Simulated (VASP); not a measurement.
# Si6N in VASP: single point with LDA

Aim: the single point of Si6N with LDA.

All numbers are computed with VASP 6.6.1; they aren't measurements. Logs are shortened: lines on timing, memory, paths and dates and some standing lists are left out, and cuts for length are marked.

## Step 1: The cell of the first run

The cell holds a slab with vacuum, 7 atoms: a = 3.802 Å, b = 3.802 Å, c = 22.453 Å, α = 90.00°, β = 90.00°, γ = 120.00°.

## Step 2: Single point, LDA, collinear spin, ferromagnetic start

Contents of INCAR:

```
SYSTEM = Si6N
ALGO = Normal ; DIPOL = 0.5 0.5 0.364
EDIFF = 1E-6 ; ENCUT = 520
GGA = CA ; IDIPOL = 3
ISIF = 2 ; ISMEAR = 0
ISPIN = 2 ; LASPH = .True.
LCHARG = .False. ; LDIPOL = .True.
LORBIT = 11 ; LREAL = .False.
LWAVE = .False. ; MAGMOM = 0 0 0 0 0 0 3
NBANDS = 28 ; NELM = 150
PREC = Accurate ; SIGMA = 0.05
```

Contents of KPOINTS:

```
k-points
0
Gamma
  9 9 1
  0 0 0
```

Contents of POSCAR:

```
Si6N
1.0
    3.8019755009      0.0000000000      0.0000000000
   -1.9009877505      3.2926073684      0.0000000000
    0.0000000000      0.0000000000     22.4526205295
Si N
6 1
Direct
    0.6666666667      0.3333333333      0.1781529241
    0.3333333334      0.6666666667      0.2134649663
    0.3333333334      0.6666666667      0.3182060687
    0.6666666667      0.3333333333      0.3520754813
    0.6666666667      0.3333333333      0.4580755784
    0.3333333334      0.6666666667      0.4878103433
    0.5000000000      1.0000000000      0.5377022835
```

Potentials or basis: VASP PAW LDA potentials, release 64 (Si, N).

Command:

```console
$ cat potpaw_LDA.64/Si/POTCAR potpaw_LDA.64/N/POTCAR > POTCAR
$ mpirun -np 1 vasp_std > vasp.out
```

OUTCAR:

```text
SYSTEM = Si6N
   EDIFF = 1E-6
   ENCUT = 520
   GGA = CA
   ISIF = 2
   ISMEAR = 0
   ISPIN = 2
   LASPH = .True.
   LORBIT = 11
   LREAL = .False.
   NELM = 150
   PREC = Accurate

 ion  position               nearest neighbor table
   1  0.667  0.333  0.178-   2 2.33   2 2.33   2 2.33
   2  0.333  0.667  0.213-   1 2.33   1 2.33   1 2.33   3 2.35
   3  0.333  0.667  0.318-   4 2.32   4 2.32   4 2.32   2 2.35
   4  0.667  0.333  0.352-   3 2.32   3 2.32   3 2.32   5 2.38
   5  0.667  0.333  0.458-   7 2.10   6 2.29   6 2.29   6 2.29   4 2.38
   6  0.333  0.667  0.488-   7 1.57   5 2.29   5 2.29   5 2.29
   7  0.500  0.000  0.538-   6 1.57   5 2.10

  LATTYP: Found a hexagonal cell.
 ALAT       =     3.8019755009
 C/A-ratio  =     5.9055142581

  Lattice vectors:

 A1 = (   3.8019755009,   0.0000000000,   0.0000000000)
 A2 = (  -1.9009877505,   3.2926073684,   0.0000000000)
 A3 = (   0.0000000000,   0.0000000000,  22.4526205295)

Analysis of symmetry for initial positions (statically):
=====================================================================
 Subroutine PRICEL returns:
 Original cell was already a primitive cell.

 Routine SETGRP: Setting up the symmetry group for a
 hexagonal supercell.

 Subroutine GETGRP returns: Found  2 space group operations
 (whereof  2 operations were pure point group operations)
 out of a pool of 24 trial point group operations.

The static configuration has the point symmetry C_1h.

Analysis of symmetry for dynamics (positions and initial velocities):
=====================================================================
 Subroutine PRICEL returns:
 Original cell was already a primitive cell.

 Routine SETGRP: Setting up the symmetry group for a
 hexagonal supercell.

 Subroutine GETGRP returns: Found  2 space group operations
 (whereof  2 operations were pure point group operations)
 out of a pool of 24 trial point group operations.

The dynamic configuration has the point symmetry C_1h.

Analysis of structural, dynamic, and magnetic symmetry:
=====================================================================
 Subroutine PRICEL returns:
 Original cell was already a primitive cell.

 Routine SETGRP: Setting up the symmetry group for a
 hexagonal supercell.

 Subroutine GETGRP returns: Found  2 space group operations
 (whereof  2 operations were pure point group operations)
 out of a pool of 24 trial point group operations.

The overall configuration has the point symmetry C_1h.

 Subroutine INISYM returns: Found  2 space group operations
 (whereof  2 operations are pure point group operations),
 and found     1 'primitive' translations

----------------------------------------------------------------------------------------

                                     Primitive cell

  volume of cell :     281.0712

  direct lattice vectors                    reciprocal lattice vectors
     3.801975501  0.000000000  0.000000000     0.263021158  0.151855337  0.000000000
    -1.900987750  3.292607368  0.000000000     0.000000000  0.303710673  0.000000000
     0.000000000  0.000000000 22.452620529     0.000000000  0.000000000  0.044538231

  length of vectors
     3.801975501  3.801975501 22.452620529     0.303710673  0.303710673  0.044538231

  position of ions in fractional coordinates (direct lattice)
     0.666666667  0.333333333  0.178152924
     0.333333333  0.666666667  0.213464966
     0.333333333  0.666666667  0.318206069
     0.666666667  0.333333333  0.352075481
     0.666666667  0.333333333  0.458075578
     0.333333333  0.666666667  0.487810343
     0.500000000  0.000000000  0.537702284

  ion indices of the primitive-cell ions
   primitive index   ion index
                 1           1
                 2           2
                 3           3
                 4           4
                 5           5
                 6           6
                 7           7
[... 55 lines left out ...]
   total plane-waves  NPLWV = 131712
   dimension x,y,z NGX =    28 NGY =   28 NGZ =  168
   dimension x,y,z NGXF=    56 NGYF=   56 NGZF=  336
   ions per type =               6   1
   NGX,Y,Z   is equivalent  to a cutoff of  12.24, 12.24, 12.44 a.u.
   NGXF,Y,Z  is equivalent  to a cutoff of  24.49, 24.49, 24.88 a.u.
 SYSTEM =  Si6N
   PREC   = accura    normal or accurate (medium, high low for compatibility)
   ISTART =      0    job   : 0-new  1-cont  2-samecut
   ICHARG =      2    charge: 1-file 2-atom 10-const
   ISPIN  =      2    spin polarized calculation?
   LNONCOLLINEAR =      F non collinear calculations
   LSORBIT =      F    spin-orbit coupling
   LASPH  =      T    aspherical Exc in radial PAW
   ENCUT  =  520.0 eV  38.22 Ry    6.18 a.u.   7.07  7.07 41.75*2*pi/ulx,y,z
   NELM   =    150;   NELMIN=  2; NELMDL= -5     # of ELM steps
   EDIFF  = 0.1E-05   stopping-criterion for ELM
   LREAL  =      F    real-space projection
   EDIFFG = 0.1E-04   stopping-criterion for IOM
   NSW    =      0    number of steps for IOM
   IBRION =     -1    ionic relax: 0-MD 1-quasi-New 2-CG
   NFREE  =      0    steps in history (QN), initial steepest desc. (CG)
   ISIF   =      2    stress and relaxation
   ISYM   =      2    0-nonsym 1-usesym 2-fastsym
   POTIM  = 0.5000    time-step for ionic-motion
   TEBEG  =    0.0;   TEEND  =   0.0 temperature during run
   PSTRESS=    0.0 pullay stress
   NELECT =      29.0000    total number of electrons
   NUPDOWN=      -1.0000    fix difference up-down
   EMIN   =  10.00;   EMAX   =-10.00  energy-range for DOS
   EFERMI =   0.00;   METHOD = LEGACY
   ISMEAR =     0;   SIGMA  =   0.05  broadening in eV -4-tet -1-fermi 0-gaus
   EFERMI_NEDOS =   21; number of points for ismear=-14 and -15
   IALGO  =     38    algorithm
   IMIX   =      4    mixing-type and parameters
     AMIX     =   0.40;   BMIX     =  1.00
     AMIX_MAG =   1.60;   BMIX_MAG =  1.00
  volume/ion in A,a.u.               =      40.15       270.97
  Fermi-wavevector in a.u.,A,eV,Ry     =   0.767836  1.451001  8.021625  0.589573
  Thomas-Fermi vector in A             =   1.868479
   LORBIT       =     11    0 simple, 1 ext, 2 COOP (PROOUT), +10 PAW based schemes
   GGA     = CA    functional components
   LHFCALC =     F    Hartree Fock is set to
   AEXX    =    0.0000 exact exchange contribution
   IVDW    =     0    specifies the selected vdW correction
   LEPSILON=     F    determine dielectric tensor
   LRPA    =     F    only Hartree local field effects (RPA)
 spin polarized calculation
 Gauss-broadening in eV      SIGMA  =   0.05
  energy-cutoff  :      520.00
  volume of cell :      281.07
 maximum number of plane-waves:      7617
   NGX = 15   NGY = 15   NGZ = 83

 dipolmoment           0.000000      0.000000     -0.266464 electrons x Angstroem

 number of electron      28.9999998 magnetization       0.0002427

 number of electron      28.9999998 magnetization      -0.0001133

 dipolmoment           0.000000      0.000000      0.160409 electrons x Angstroem

 Free energy of the ion-electron system (eV)
  ---------------------------------------------------
  ext. energy  EPLUGINS =         0.00000000
  ---------------------------------------------------
  free energy    TOTEN  =       -40.35098078 eV

  energy without entropy =      -40.34317252  energy(sigma->0) =      -40.34707665

 E-fermi :  -0.9585     XC(G=0):  -4.9662

 val. band max:       -0.9678720741   @ k =  -0.4444   0.2222   0.0000
 cond. band min:      -0.9527400233   @ k =   0.0000   0.4444   0.0000
 fundamental gap:      0.0151320508
 Fermi energy:        -0.9585003268

 spin component 1

 k-point     1 :       0.0000    0.0000    0.0000
  band No.  band energies     occupation
      1     -16.2033      1.00000
      2     -12.7340      1.00000
      3     -11.4587      1.00000
      4     -10.1643      1.00000
      5      -6.5044      1.00000
      6      -4.1118      1.00000
[... 685 lines left out ...]
     25       5.4418      0.00000
     26       5.8069      0.00000

 [... further k-points ...]

 spin component 2

 k-point     1 :       0.0000    0.0000    0.0000
  band No.  band energies     occupation
      1     -16.2033      1.00000
      2     -12.7340      1.00000
      3     -11.4587      1.00000
      4     -10.1643      1.00000
      5      -6.5044      1.00000
      6      -4.1118      1.00000
[... 685 lines left out ...]
     25       5.4419      0.00000
     26       5.8069      0.00000

 [... further k-points ...]

 [bands above 26 left out]

------------------------ aborting loop because EDIFF is reached ----------------------------------------

 vacuum level on the upper side and lower side of the slab       (xc-potential included)         1.125        -1.139

  FORCE on cell =-STRESS in cart. coord.  units (eV):
  Direction    XX          YY          ZZ          XY          YZ          ZX
  --------------------------------------------------------------------------------------
  -------------------------------------------------------------------------------------
  Total        1.6861215      5.9507349     -1.2421680     -0.0000000      5.5859763     -0.0000000
  in kB        9.6113226     33.9207068     -7.0806744     -0.0000000     31.8414895     -0.0000000
  external PRESSURE =      12.1504517 kB  Pullay stress =       0.0000000 kB

 VOLUME and BASIS-vectors are now :
 -----------------------------------------------------------------------------
  energy-cutoff  :      520.00
  volume of cell :      281.07
      direct lattice vectors                 reciprocal lattice vectors
     3.801975501  0.000000000  0.000000000     0.263021158  0.151855337  0.000000000
    -1.900987750  3.292607368  0.000000000     0.000000000  0.303710673  0.000000000
     0.000000000  0.000000000 22.452620529     0.000000000  0.000000000  0.044538231

 POSITION                                       TOTAL-FORCE (eV/Angst)
 -----------------------------------------------------------------------------------
      1.90099      1.09754      4.00000         0.000000     -0.060759      0.573255
      0.00000      2.19507      4.79285        -0.000000      0.051137     -0.631379
      0.00000      2.19507      7.14456        -0.000000      0.046624     -0.058946
      1.90099      1.09754      7.90502         0.000000     -0.388068      0.192615
      1.90099      1.09754     10.28500        -0.000000      0.168049      1.330155
      0.00000      2.19507     10.95262         0.000000     -3.910955     -1.515504
      1.90099      0.00000     12.07283        -0.000000      4.093972      0.109803
 -----------------------------------------------------------------------------------
    total drift:                                0.000000     -0.000017      0.000153

  FREE ENERGIE OF THE ION-ELECTRON SYSTEM (eV)
  ---------------------------------------------------
  free  energy   TOTEN  =       -40.3509807798 eV

  energy  without entropy=      -40.3431725188  energy(sigma->0) =      -40.34707665

 vacuum level on the upper side and lower side of the slab         6.391         4.071

 total charge

# of ion       s       p       d       tot
------------------------------------------
    1        0.813   0.859   0.000   1.673
    2        0.764   0.936   0.000   1.700
    3        0.775   0.931   0.000   1.705
    4        0.775   0.930   0.000   1.705
    5        0.767   0.932   0.000   1.699
    6        0.799   1.032   0.000   1.830
    7        1.312   2.300   0.000   3.612
--------------------------------------------------
tot          6.005   7.920   0.000  13.924

 magnetization (x)

# of ion       s       p       d       tot
------------------------------------------
    1        0.000   0.000   0.000   0.000
    2       -0.000   0.000   0.000   0.000
    3        0.000   0.000   0.000   0.000
    4       -0.000   0.000   0.000  -0.000
    5       -0.000  -0.000   0.000  -0.000
    6       -0.000  -0.000   0.000  -0.000
    7       -0.000  -0.000   0.000  -0.000
--------------------------------------------------
tot          0.000   0.000   0.000   0.000
```

Wall time 7.8 min (1 thread of AMD EPYC 9R45 (Zen 5), shared host); peak memory 0.44 GiB.

What came out:

```yaml
Free_energy: -40.3510 eV
Largest_force: 4.194 eV/Å
Net_moment: 0.00 μB per cell
Valence_electrons_inside_the_program's_atomic_spheres: Si 1.67, 1.70, 1.71, 1.83 (each value once); N 3.61
```

Forces on the atoms (eV/Å):
```
Si   0.000 -0.061  0.573
Si   0.000  0.051 -0.631
Si   0.000  0.047 -0.059
Si   0.000 -0.388  0.193
Si   0.000  0.168  1.330
Si   0.000 -3.911 -1.516
N    0.000  4.094  0.110
```
